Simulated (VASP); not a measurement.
# Cs5Yb (F-43m) in VASP: single point with PBE

Aim: the single point of Cs5Yb with PBE.

Everything below comes from runs of VASP 6.6.1. Logs are shortened: lines on timing, memory, paths and dates and some standing lists are left out, and cuts for length are marked.

## (1) The cell of the first run

The structure is cubic, space group F-43m (No. 216). The conventional cell has a = 10.331 Å, b = 10.331 Å, c = 10.331 Å, α = 90.00°, β = 90.00°, γ = 90.00°. Cs (site symmetry 3m) has 9 Cs at 3.65 to 4.28 Å and 3 Yb at 4.28 Å within 4.8 Å. Within 5.6 Å of Cs (site symmetry -43m) lie 12 Cs at 4.28 Å and 4 Yb at 4.47 Å. Within 5.6 Å of Yb (site symmetry -43m) lie 16 Cs at 4.28 to 4.47 Å.

## (2) Single point, PBE

File INCAR:

```
SYSTEM = Cs5Yb
ALGO = Normal ; EDIFF = 1E-7
ENCUT = 520 ; GGA = PE
ISIF = 2 ; ISMEAR = 0
LASPH = .True. ; LCHARG = .True.
LELF = .True. ; LREAL = .False.
LVHAR = .True. ; LWAVE = .False.
NBANDS = 44 ; NELM = 100
PREC = Accurate ; SIGMA = 0.1
```

File KPOINTS:

```
k-points
0
Gamma
  4 4 4
  0 0 0
```

File POSCAR:

```
Cs5Yb
1.0
    0.0000000000      5.1653915800      5.1653915800
    5.1653915800      0.0000000000      5.1653915800
    5.1653915800      5.1653915800      0.0000000000
Cs Yb
5 1
Direct
    0.1250000000      0.6250000000      0.6250000000
    0.6250000000      0.6250000000      0.6250000000
    0.6250000000      0.1250000000      0.6250000000
    0.6250000000      0.6250000000      0.1250000000
    0.2500000000      0.2500000000      0.2500000000
    0.0000000000      0.0000000000      0.0000000000
```

Potentials or basis: VASP PAW PBE potentials, release 64 (Cs_sv, Yb).

Started as:

```console
> cat potpaw_PBE.64/Cs_sv/POTCAR potpaw_PBE.64/Yb/POTCAR > POTCAR
> mpirun -np 1 vasp_std > vasp.out
```

OUTCAR:

```text
SYSTEM = Cs5Yb
   EDIFF = 1E-7
   ENCUT = 520
   GGA = PE
   ISIF = 2
   ISMEAR = 0
   LASPH = .True.
   LREAL = .False.
   NELM = 100
   PREC = Accurate

 ion  position               nearest neighbor table
   1  0.125  0.625  0.625-
   2  0.625  0.625  0.625-
   3  0.625  0.125  0.625-
   4  0.625  0.625  0.125-
   5  0.250  0.250  0.250-
   6  0.000  0.000  0.000-

  LATTYP: Found a face centered cubic cell.
 ALAT       =    10.3307831600

  Lattice vectors:

 A1 = (   0.0000000000,   5.1653915800,   5.1653915800)
 A2 = (   5.1653915800,   0.0000000000,   5.1653915800)
 A3 = (   5.1653915800,   5.1653915800,   0.0000000000)

Analysis of symmetry for initial positions (statically):
=====================================================================
 Subroutine PRICEL returns:
 Original cell was already a primitive cell.

 Routine SETGRP: Setting up the symmetry group for a
 face centered cubic supercell.

 Subroutine GETGRP returns: Found 24 space group operations
 (whereof 24 operations were pure point group operations)
 out of a pool of 48 trial point group operations.

The static configuration has the point symmetry T_d .

Analysis of symmetry for dynamics (positions and initial velocities):
=====================================================================
 Subroutine PRICEL returns:
 Original cell was already a primitive cell.

 Routine SETGRP: Setting up the symmetry group for a
 face centered cubic supercell.

 Subroutine GETGRP returns: Found 24 space group operations
 (whereof 24 operations were pure point group operations)
 out of a pool of 48 trial point group operations.

The dynamic configuration has the point symmetry T_d .

 Subroutine INISYM returns: Found 24 space group operations
 (whereof 24 operations are pure point group operations),
 and found     1 'primitive' translations

----------------------------------------------------------------------------------------

                                     Primitive cell

  volume of cell :     275.6384

  direct lattice vectors                    reciprocal lattice vectors
     0.000000000  5.165391580  5.165391580    -0.096798082  0.096798082  0.096798082
     5.165391580  0.000000000  5.165391580     0.096798082 -0.096798082  0.096798082
     5.165391580  5.165391580  0.000000000     0.096798082  0.096798082 -0.096798082

  length of vectors
     7.304966827  7.304966827  7.304966827     0.167659197  0.167659197  0.167659197

  position of ions in fractional coordinates (direct lattice)
     0.125000000  0.625000000  0.625000000
     0.625000000  0.625000000  0.625000000
     0.625000000  0.125000000  0.625000000
     0.625000000  0.625000000  0.125000000
     0.250000000  0.250000000  0.250000000
     0.000000000  0.000000000  0.000000000

  ion indices of the primitive-cell ions
   primitive index   ion index
                 1           1
                 2           2
                 3           3
                 4           4
                 5           5
                 6           6

----------------------------------------------------------------------------------------

 KPOINTS: k-points

Automatic generation of k-mesh.
 Grid dimensions read from file:
 generate k-points for:    4    4    4

 Generating k-lattice:

  Cartesian coordinates                     Fractional coordinates (reciprocal lattice)
    -0.024199521  0.024199521  0.024199521     0.250000000  0.000000000  0.000000000
     0.024199521 -0.024199521  0.024199521     0.000000000  0.250000000  0.000000000
     0.024199521  0.024199521 -0.024199521     0.000000000  0.000000000  0.250000000

  Length of vectors
     0.041914799  0.041914799  0.041914799

  Shift w.r.t. Gamma in fractional coordinates (k-lattice)
     0.000000000  0.000000000  0.000000000

 Subroutine IBZKPT returns following result:
 ===========================================

 Found      8 irreducible k-points:

 Following reciprocal coordinates:
            Coordinates               Weight
  0.000000  0.000000  0.000000      1.000000
  0.250000  0.000000  0.000000      8.000000
  0.500000  0.000000  0.000000      4.000000
  0.250000  0.250000  0.000000      6.000000
  0.500000  0.250000  0.000000     24.000000
 -0.250000  0.250000  0.000000     12.000000
  0.500000  0.500000  0.000000      3.000000
 -0.250000  0.500000  0.250000      6.000000
   k-points           NKPTS =      8   k-points in BZ     NKDIM =      8   number of bands    NBANDS=     44
   number of dos      NEDOS =    301   number of ions     NIONS =      6
   total plane-waves  NPLWV = 157464
   dimension x,y,z NGX =    54 NGY =   54 NGZ =   54
   dimension x,y,z NGXF=   108 NGYF=  108 NGZF=  108
   ions per type =               5   1
   NGX,Y,Z   is equivalent  to a cutoff of  12.29, 12.29, 12.29 a.u.
   NGXF,Y,Z  is equivalent  to a cutoff of  24.58, 24.58, 24.58 a.u.
 SYSTEM =  Cs5Yb
   PREC   = accura    normal or accurate (medium, high low for compatibility)
   ISTART =      0    job   : 0-new  1-cont  2-samecut
   ICHARG =      2    charge: 1-file 2-atom 10-const
   ISPIN  =      1    spin polarized calculation?
   LNONCOLLINEAR =      F non collinear calculations
   LSORBIT =      F    spin-orbit coupling
   LASPH  =      T    aspherical Exc in radial PAW
   ENCUT  =  520.0 eV  38.22 Ry    6.18 a.u.  13.58 13.58 13.58*2*pi/ulx,y,z
   NELM   =    100;   NELMIN=  2; NELMDL= -5     # of ELM steps
   EDIFF  = 0.1E-06   stopping-criterion for ELM
   LREAL  =      F    real-space projection
   EDIFFG = 0.1E-05   stopping-criterion for IOM
   NSW    =      0    number of steps for IOM
   IBRION =     -1    ionic relax: 0-MD 1-quasi-New 2-CG
   NFREE  =      0    steps in history (QN), initial steepest desc. (CG)
   ISIF   =      2    stress and relaxation
   ISYM   =      2    0-nonsym 1-usesym 2-fastsym
   POTIM  = 0.5000    time-step for ionic-motion
   TEBEG  =    0.0;   TEEND  =   0.0 temperature during run
   PSTRESS=    0.0 pullay stress
   NELECT =      69.0000    total number of electrons
   NUPDOWN=      -1.0000    fix difference up-down
   EMIN   =  10.00;   EMAX   =-10.00  energy-range for DOS
   EFERMI =   0.00;   METHOD = LEGACY
   ISMEAR =     0;   SIGMA  =   0.10  broadening in eV -4-tet -1-fermi 0-gaus
   EFERMI_NEDOS =   21; number of points for ismear=-14 and -15
   IALGO  =     38    algorithm
   IMIX   =      4    mixing-type and parameters
     AMIX     =   0.40;   BMIX     =  1.00
     AMIX_MAG =   1.60;   BMIX_MAG =  1.00
  volume/ion in A,a.u.               =      45.94       310.02
  Fermi-wavevector in a.u.,A,eV,Ry     =   1.031758  1.949740 14.483743  1.064525
  Thomas-Fermi vector in A             =   2.165922
   LORBIT       =      0    0 simple, 1 ext, 2 COOP (PROOUT), +10 PAW based schemes
   GGA     = PE    functional components
   LHFCALC =     F    Hartree Fock is set to
   AEXX    =    0.0000 exact exchange contribution
   IVDW    =     0    specifies the selected vdW correction
   LEPSILON=     F    determine dielectric tensor
   LRPA    =     F    only Hartree local field effects (RPA)
 non-spin polarized calculation
 Gauss-broadening in eV      SIGMA  =   0.10
  energy-cutoff  :      520.00
  volume of cell :      275.64
 maximum number of plane-waves:      7456
   NGX = 27   NGY = 27   NGZ = 27

 number of electron      68.9999988 magnetization

 Free energy of the ion-electron system (eV)
  ---------------------------------------------------
  ext. energy  EPLUGINS =         0.00000000
  ---------------------------------------------------
  free energy    TOTEN  =        -3.16440874 eV

  energy without entropy =       -3.11239926  energy(sigma->0) =       -3.13840400

 E-fermi :   3.4921     XC(G=0):  -8.3825

 val. band max:        3.4804246178   @ k =   0.2500   0.2500   0.0000
 cond. band min:       3.5207041353   @ k =  -0.2500   0.2500   0.0000
 fundamental gap:      0.0402795175
 Fermi energy:         3.4921170046

 k-point     1 :       0.0000    0.0000    0.0000
  band No.  band energies     occupation
      1     -48.6041      2.00000
      2     -21.0341      2.00000
      3     -21.0341      2.00000
      4     -21.0341      2.00000
      5     -20.7217      2.00000
      6     -20.2367      2.00000
[... 36 lines left out ...]
     43       5.1234      0.00000
     44       5.6128      0.00000

 k-point     2 :       0.2500    0.0000    0.0000
  band No.  band energies     occupation
      1     -48.6041      2.00000
      2     -21.0356      2.00000
      3     -21.0342      2.00000
      4     -21.0342      2.00000
      5     -20.6723      2.00000
      6     -20.2921      2.00000
[... 36 lines left out ...]
     43       5.1426      0.00000
     44       5.1426      0.00000

 k-point     3 :       0.5000    0.0000    0.0000
  band No.  band energies     occupation
      1     -48.6041      2.00000
      2     -21.0369      2.00000
      3     -21.0342      2.00000
      4     -21.0342      2.00000
      5     -20.6020      2.00000
      6     -20.3686      2.00000
[... 36 lines left out ...]
     43       5.1273      0.00000
     44       5.5697      0.00000

 k-point     4 :       0.2500    0.2500    0.0000
  band No.  band energies     occupation
      1     -48.6041      2.00000
      2     -21.0355      2.00000
      3     -21.0344      2.00000
      4     -21.0344      2.00000
      5     -20.6533      2.00000
      6     -20.3127      2.00000
[... 36 lines left out ...]
     43       5.2290      0.00000
     44       5.2933      0.00000

 k-point     5 :       0.5000    0.2500    0.0000
  band No.  band energies     occupation
      1     -48.6041      2.00000
      2     -21.0362      2.00000
      3     -21.0346      2.00000
      4     -21.0344      2.00000
      5     -20.5695      2.00000
      6     -20.4019      2.00000
[... 36 lines left out ...]
     43       5.0898      0.00000
     44       5.1882      0.00000

 k-point     6 :      -0.2500    0.2500    0.0000
  band No.  band energies     occupation
      1     -48.6041      2.00000
      2     -21.0361      2.00000
      3     -21.0347      2.00000
      4     -21.0342      2.00000
      5     -20.6038      2.00000
      6     -20.3654      2.00000
[... 36 lines left out ...]
     43       5.0964      0.00000
     44       5.2325      0.00000

 k-point     7 :       0.5000    0.5000    0.0000
  band No.  band energies     occupation
      1     -48.6041      2.00000
      2     -21.0360      2.00000
      3     -21.0346      2.00000
      4     -21.0346      2.00000
      5     -20.4902      2.00000
      6     -20.4838      2.00000
[... 36 lines left out ...]
     43       5.0702      0.00000
     44       5.0702      0.00000

 k-point     8 :      -0.2500    0.5000    0.2500
  band No.  band energies     occupation
      1     -48.6041      2.00000
      2     -21.0358      2.00000
      3     -21.0347      2.00000
      4     -21.0347      2.00000
      5     -20.4894      2.00000
      6     -20.4832      2.00000
[... 36 lines left out ...]
     43       4.9886      0.00000
     44       5.0640      0.00000

------------------------ aborting loop because EDIFF is reached ----------------------------------------

  FORCE on cell =-STRESS in cart. coord.  units (eV):
  Direction    XX          YY          ZZ          XY          YZ          ZX
  --------------------------------------------------------------------------------------
  -------------------------------------------------------------------------------------
  Total        8.8782792      8.8782792      8.8782792      0.0000000     -0.0000000      0.0000000
  in kB       51.6059330     51.6059330     51.6059330      0.0000000     -0.0000000      0.0000000
  external PRESSURE =      51.6059330 kB  Pullay stress =       0.0000000 kB

 VOLUME and BASIS-vectors are now :
 -----------------------------------------------------------------------------
  energy-cutoff  :      520.00
  volume of cell :      275.64
      direct lattice vectors                 reciprocal lattice vectors
     0.000000000  5.165391580  5.165391580    -0.096798082  0.096798082  0.096798082
     5.165391580  0.000000000  5.165391580     0.096798082 -0.096798082  0.096798082
     5.165391580  5.165391580  0.000000000     0.096798082  0.096798082 -0.096798082

 POSITION                                       TOTAL-FORCE (eV/Angst)
 -----------------------------------------------------------------------------------
      6.45674      3.87404      3.87404        -0.019528      0.019528      0.019528
      6.45674      6.45674      6.45674        -0.019528     -0.019528     -0.019528
      3.87404      6.45674      3.87404         0.019528     -0.019528      0.019528
      3.87404      3.87404      6.45674         0.019528      0.019528     -0.019528
      2.58270      2.58270      2.58270        -0.000000     -0.000000      0.000000
      0.00000      0.00000      0.00000        -0.000000     -0.000000     -0.000000
 -----------------------------------------------------------------------------------
    total drift:                                0.000000      0.000000      0.000000

  FREE ENERGIE OF THE ION-ELECTRON SYSTEM (eV)
  ---------------------------------------------------
  free  energy   TOTEN  =        -3.1644087374 eV

  energy  without entropy=       -3.1123992598  energy(sigma->0) =       -3.13840400
```

Wall time 4.2 min (1 thread of Intel Xeon Platinum 8488C (Sapphire Rapids), shared host); peak memory 0.43 GiB.

Results:

```
Free energy : -3.1644 eV
Pressure    : 5.2 GPa
```

Caveat: spin-orbit coupling is left out, which moves the levels of the heavy elements; without U or exact exchange the open f shell lies at the Fermi level, which spoils levels, moments and volumes.
